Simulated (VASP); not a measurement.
# C (P6_3mc) in VASP: single point with PBE

Aim: the single point of C with PBE.

All numbers are computed with VASP 6.6.1; they aren't measurements. Logs are shortened: lines on timing, memory, paths and dates and some standing lists are left out, and cuts for length are marked.

### 1 The cell of the first run

The structure is hexagonal, space group P6_3mc (No. 186). The conventional cell has a = 2.470 Å, b = 2.470 Å, c = 6.790 Å, α = 90.00°, β = 90.00°, γ = 120.00°. Within 1.9 Å of C (site symmetry 3m) lie 3 C at 1.43 Å. Within 1.9 Å of C (site symmetry 3m) lie 3 C at 1.43 Å.

### 2 Single point, PBE

Contents of INCAR:

```
ALGO = Normal
EDIFF = 1E-6
ENCUT = 600
GGA = PE
GGA_COMPAT = F
ISIF = 2
ISMEAR = -1
LASPH = T
LCHARG = T
LELF = T
LREAL = F
LVHAR = T
LWAVE = F
NBANDS = 16
NELM = 120
PREC = Accurate
SIGMA = 0.1
```

Contents of KPOINTS:

```
k-points
0
Gamma
  10 10 3
```

Contents of POSCAR:

```
C
1.0
    2.4700000000      0.0000000000      0.0000000000
   -1.2350000000      2.1390830000      0.0000000000
    0.0000000000      0.0000000000      6.7900000000
C
4
Direct
    0.0000000000      0.0000000000      0.0000000000
    0.0000000000      0.0000000000      0.5000000000
    0.3333333333      0.6666666667      0.0050000000
    0.6666666667      0.3333333333      0.5050000000
```

Potentials or basis: VASP PAW PBE potentials, release 64 (C).

Launch:

```sh
$ cat potpaw_PBE.64/C/POTCAR > POTCAR
$ mpirun -np 1 vasp_std > vasp.out
```

OUTCAR:

```text
EDIFF = 1E-6
   ENCUT = 600
   GGA = PE
   ISIF = 2
   ISMEAR = -1
   LASPH = T
   LREAL = F
   NELM = 120
   PREC = Accurate

 ion  position               nearest neighbor table
   1  0.000  0.000  0.000-   3 1.43   3 1.43   3 1.43
   2  0.000  0.000  0.500-   4 1.43   4 1.43   4 1.43
   3  0.333  0.667  0.005-   1 1.43   1 1.43   1 1.43
   4  0.667  0.333  0.505-   2 1.43   2 1.43   2 1.43

  LATTYP: Found a hexagonal cell.
 ALAT       =     2.4700000000
 C/A-ratio  =     2.7489878543

  Lattice vectors:

 A1 = (   2.4700000000,   0.0000000000,   0.0000000000)
 A2 = (  -1.2350000000,   2.1390830000,   0.0000000000)
 A3 = (   0.0000000000,   0.0000000000,   6.7900000000)

Analysis of symmetry for initial positions (statically):
=====================================================================
 Subroutine PRICEL returns:
 Original cell was already a primitive cell.

 Routine SETGRP: Setting up the symmetry group for a
 hexagonal supercell.

 Subroutine GETGRP returns: Found 12 space group operations
 (whereof  6 operations were pure point group operations)
 out of a pool of 24 trial point group operations.

The static configuration has the point symmetry C_3v.
 The point group associated with its full space group is C_6v.

Analysis of symmetry for dynamics (positions and initial velocities):
=====================================================================
 Subroutine PRICEL returns:
 Original cell was already a primitive cell.

 Routine SETGRP: Setting up the symmetry group for a
 hexagonal supercell.

 Subroutine GETGRP returns: Found 12 space group operations
 (whereof  6 operations were pure point group operations)
 out of a pool of 24 trial point group operations.

The dynamic configuration has the point symmetry C_3v.
 The point group associated with its full space group is C_6v.

 Subroutine INISYM returns: Found 12 space group operations
 (whereof  6 operations are pure point group operations),
 and found     1 'primitive' translations

----------------------------------------------------------------------------------------

                                     Primitive cell

  volume of cell :      35.8752

  direct lattice vectors                    reciprocal lattice vectors
     2.470000000  0.000000000  0.000000000     0.404858300  0.233745021  0.000000000
    -1.235000000  2.139083000  0.000000000     0.000000000  0.467490041  0.000000000
     0.000000000  0.000000000  6.790000000     0.000000000  0.000000000  0.147275405

  length of vectors
     2.470000000  2.470000219  6.790000000     0.467490083  0.467490041  0.147275405

  position of ions in fractional coordinates (direct lattice)
     0.000000000  0.000000000  0.000000000
     0.000000000  0.000000000  0.500000000
     0.333333333  0.666666667  0.005000000
     0.666666667  0.333333333  0.505000000

  ion indices of the primitive-cell ions
   primitive index   ion index
                 1           1
                 2           2
                 3           3
                 4           4

----------------------------------------------------------------------------------------

 KPOINTS: k-points

Automatic generation of k-mesh.
 Grid dimensions read from file:
 generate k-points for:   10   10    3

 Generating k-lattice:

  Cartesian coordinates                     Fractional coordinates (reciprocal lattice)
     0.040485830  0.023374502  0.000000000     0.100000000 -0.000000000  0.000000000
     0.000000000  0.046749004  0.000000000     0.000000000  0.100000000  0.000000000
     0.000000000  0.000000000  0.049091802     0.000000000  0.000000000  0.333333333

  Length of vectors
     0.046749008  0.046749004  0.049091802

  Shift w.r.t. Gamma in fractional coordinates (k-lattice)
     0.000000000  0.000000000  0.000000000

 Subroutine IBZKPT returns following result:
 ===========================================

 Found     28 irreducible k-points:

 Following reciprocal coordinates:
            Coordinates               Weight
  0.000000  0.000000  0.000000      1.000000
  0.100000 -0.000000  0.000000      6.000000
  0.200000 -0.000000  0.000000      6.000000
  0.300000 -0.000000  0.000000      6.000000
  0.400000 -0.000000  0.000000      6.000000
  0.500000 -0.000000  0.000000      3.000000
[... 16 lines left out ...]
  0.300000  0.100000  0.333333     24.000000
  0.400000  0.100000  0.333333     24.000000
 [... further k-points ...]
   k-points           NKPTS =     28   k-points in BZ     NKDIM =     28   number of bands    NBANDS=     16
   number of dos      NEDOS =    301   number of ions     NIONS =      4
   total plane-waves  NPLWV =  21600
   dimension x,y,z NGX =    20 NGY =   20 NGZ =   54
   dimension x,y,z NGXF=    40 NGYF=   40 NGZF=  108
   ions per type =               4
   NGX,Y,Z   is equivalent  to a cutoff of  13.46, 13.46, 13.22 a.u.
   NGXF,Y,Z  is equivalent  to a cutoff of  26.92, 26.92, 26.44 a.u.
 SYSTEM =  unknown system
   PREC   = accura    normal or accurate (medium, high low for compatibility)
   ISTART =      0    job   : 0-new  1-cont  2-samecut
   ICHARG =      2    charge: 1-file 2-atom 10-const
   ISPIN  =      1    spin polarized calculation?
   LNONCOLLINEAR =      F non collinear calculations
   LSORBIT =      F    spin-orbit coupling
   LASPH  =      T    aspherical Exc in radial PAW
   ENCUT  =  600.0 eV  44.10 Ry    6.64 a.u.   4.93  4.93 13.56*2*pi/ulx,y,z
   NELM   =    120;   NELMIN=  2; NELMDL= -5     # of ELM steps
   EDIFF  = 0.1E-05   stopping-criterion for ELM
   LREAL  =      F    real-space projection
   EDIFFG = 0.1E-04   stopping-criterion for IOM
   NSW    =      0    number of steps for IOM
   IBRION =     -1    ionic relax: 0-MD 1-quasi-New 2-CG
   NFREE  =      0    steps in history (QN), initial steepest desc. (CG)
   ISIF   =      2    stress and relaxation
   ISYM   =      2    0-nonsym 1-usesym 2-fastsym
   POTIM  = 0.5000    time-step for ionic-motion
   TEBEG  =    0.0;   TEEND  =   0.0 temperature during run
   PSTRESS=    0.0 pullay stress
   NELECT =      16.0000    total number of electrons
   NUPDOWN=      -1.0000    fix difference up-down
   EMIN   =  10.00;   EMAX   =-10.00  energy-range for DOS
   EFERMI =   0.00;   METHOD = LEGACY
   ISMEAR =    -1;   SIGMA  =   0.10  broadening in eV -4-tet -1-fermi 0-gaus
   EFERMI_NEDOS =   21; number of points for ismear=-14 and -15
   IALGO  =     38    algorithm
   IMIX   =      4    mixing-type and parameters
     AMIX     =   0.40;   BMIX     =  1.00
     AMIX_MAG =   1.60;   BMIX_MAG =  1.00
  volume/ion in A,a.u.               =       8.97        60.52
  Fermi-wavevector in a.u.,A,eV,Ry     =   1.250787  2.363645 21.285882  1.564468
  Thomas-Fermi vector in A             =   2.384765
   LORBIT       =      0    0 simple, 1 ext, 2 COOP (PROOUT), +10 PAW based schemes
   GGA     = PE    functional components
   LHFCALC =     F    Hartree Fock is set to
   AEXX    =    0.0000 exact exchange contribution
   IVDW    =     0    specifies the selected vdW correction
   LEPSILON=     F    determine dielectric tensor
   LRPA    =     F    only Hartree local field effects (RPA)
 non-spin polarized calculation
  energy-cutoff  :      600.00
  volume of cell :       35.88
 maximum number of plane-waves:      1224
 NGX is ok and might be reduce to    20
   NGX =  9   NGY =  9   NGZ = 27

 number of electron      16.0000001 magnetization

 Free energy of the ion-electron system (eV)
  ---------------------------------------------------
  ext. energy  EPLUGINS =         0.00000000
  ---------------------------------------------------
  free energy    TOTEN  =       -36.84985854 eV

  energy without entropy =      -36.84970465  energy(sigma->0) =      -36.84978159

 E-fermi :   4.6140     XC(G=0): -10.2305

 val. band max:        3.9958556590   @ k =   0.3000   0.3000   0.0000
 cond. band min:       5.2576204103   @ k =   0.3000   0.3000   0.0000
 fundamental gap:      1.2617647513
 Fermi energy:         4.6140231470

 k-point     1 :       0.0000    0.0000    0.0000
  band No.  band energies     occupation
      1     -15.0512      2.00000
      2     -14.7767      2.00000
      3      -3.8862      2.00000
      4      -2.0277      2.00000
      5       1.5262      2.00000
      6       1.5262      2.00000
[... 8 lines left out ...]
     15      15.7699      0.00000
     16      16.0414      0.00000

 k-point     2 :       0.1000   -0.0000    0.0000
  band No.  band energies     occupation
      1     -14.8137      2.00000
      2     -14.5431      2.00000
      3      -3.5986      2.00000
      4      -1.7585      2.00000
      5       0.5997      2.00000
      6       0.6350      2.00000
[... 8 lines left out ...]
     15      15.0744      0.00000
     16      15.2841      0.00000

 k-point     3 :       0.2000   -0.0000    0.0000
  band No.  band energies     occupation
      1     -14.1049      2.00000
      2     -13.8462      2.00000
      3      -2.7456      2.00000
      4      -1.5983      2.00000
      5      -1.5253      2.00000
      6      -0.9609      2.00000
[... 8 lines left out ...]
     15      16.2929      0.00000
     16      16.3364      0.00000

 k-point     4 :       0.3000   -0.0000    0.0000
  band No.  band energies     occupation
      1     -12.9381      2.00000
      2     -12.6985      2.00000
      3      -4.2258      2.00000
      4      -4.1169      2.00000
      5      -1.3613      2.00000
      6      -0.9536      2.00000
[... 8 lines left out ...]
     15      19.5479      0.00000
     16      19.5874      0.00000

 k-point     5 :       0.4000   -0.0000    0.0000
  band No.  band energies     occupation
      1     -11.3477      2.00000
      2     -11.1358      2.00000
      3      -6.8121      2.00000
      4      -6.6682      2.00000
      5      -1.6206      2.00000
      6      -1.5715      2.00000
[... 8 lines left out ...]
     15      18.3684      0.00000
     16      20.6406      0.00000

 k-point     6 :       0.5000   -0.0000    0.0000
  band No.  band energies     occupation
      1      -9.7508      2.00000
      2      -9.6486      2.00000
      3      -8.6682      2.00000
      4      -8.5909      2.00000
      5      -1.8528      2.00000
      6      -1.8030      2.00000
[... 8 lines left out ...]
     15      18.6900      0.00000
     16      19.6757      0.00000
[... 267 lines left out ...]
 k-point    21 :       0.1000    0.1000    0.3333
  band No.  band energies     occupation
      1     -14.2777      2.00000
      2     -14.1465      2.00000
      3      -2.6351      2.00000
      4      -1.7477      2.00000
      5      -0.7392      2.00000
      6      -0.7233      2.00000
[... 8 lines left out ...]
     15      14.7957      0.00000
     16      14.8327      0.00000

 k-point    22 :       0.2000    0.1000    0.3333
  band No.  band energies     occupation
      1     -13.3434      2.00000
      2     -13.2199      2.00000
      3      -2.9103      2.00000
      4      -2.8721      2.00000
      5      -1.5284      2.00000
      6      -1.1307      2.00000
[... 8 lines left out ...]
     15      16.6227      0.00000
     16      16.7400      0.00000

 k-point    23 :       0.3000    0.1000    0.3333
  band No.  band energies     occupation
      1     -11.9680      2.00000
      2     -11.8560      2.00000
      3      -5.4247      2.00000
      4      -5.3641      2.00000
      5      -2.0478      2.00000
      6      -2.0171      2.00000
[... 8 lines left out ...]
     15      18.6828      0.00000
     16      19.2374      0.00000

 k-point    24 :       0.4000    0.1000    0.3333
  band No.  band energies     occupation
      1     -10.2301      2.00000
      2     -10.1374      2.00000
      3      -7.8024      2.00000
      4      -7.7289      2.00000
      5      -2.5238      2.00000
      6      -2.4907      2.00000
[... 8 lines left out ...]
     15      18.0288      0.00000
     16      18.9555      0.00000

 [... further k-points ...]

------------------------ aborting loop because EDIFF is reached ----------------------------------------

  FORCE on cell =-STRESS in cart. coord.  units (eV):
  Direction    XX          YY          ZZ          XY          YZ          ZX
  --------------------------------------------------------------------------------------
  -------------------------------------------------------------------------------------
  Total       -0.4443631     -0.4443632      0.6069778      0.0000000      0.0000000      0.0000000
  in kB      -19.8451421    -19.8451468     27.1074728      0.0000000      0.0000000      0.0000000
  external PRESSURE =      -4.1942720 kB  Pullay stress =       0.0000000 kB

 VOLUME and BASIS-vectors are now :
 -----------------------------------------------------------------------------
  energy-cutoff  :      600.00
  volume of cell :       35.88
      direct lattice vectors                 reciprocal lattice vectors
     2.470000000  0.000000000  0.000000000     0.404858300  0.233745021  0.000000000
    -1.235000000  2.139083000  0.000000000     0.000000000  0.467490041  0.000000000
     0.000000000  0.000000000  6.790000000     0.000000000  0.000000000  0.147275405

 POSITION                                       TOTAL-FORCE (eV/Angst)
 -----------------------------------------------------------------------------------
      0.00000      0.00000      0.00000         0.000000     -0.000000      0.568424
      0.00000      0.00000      3.39500        -0.000000      0.000000      0.568424
     -0.00000      1.42606      0.03395        -0.000000      0.000000     -0.568424
      1.23500      0.71303      3.42895         0.000000      0.000000     -0.568424
 -----------------------------------------------------------------------------------
    total drift:                                0.000000      0.000000      0.000068

  FREE ENERGIE OF THE ION-ELECTRON SYSTEM (eV)
  ---------------------------------------------------
  free  energy   TOTEN  =       -36.8498585393 eV

  energy  without entropy=      -36.8497046500  energy(sigma->0) =      -36.84978159
```

Run time: 27 s. Hardware: 1 thread of Intel Xeon 8259CL, shared host; peak memory 0.15 GiB.

What came out:

* Free energy: -36.8499 eV
* Pressure: -0.4 GPa
* Largest force: 0.568 eV/Å

Forces on the atoms (eV/Å):
```
C    0.000  0.000  0.568
C    0.000  0.000  0.568
C    0.000  0.000 -0.568
C    0.000  0.000 -0.568
```

Caveat: this functional lacks dispersion, which binds layers or chains, so the pressure and a relaxed spacing across them are unreliable.
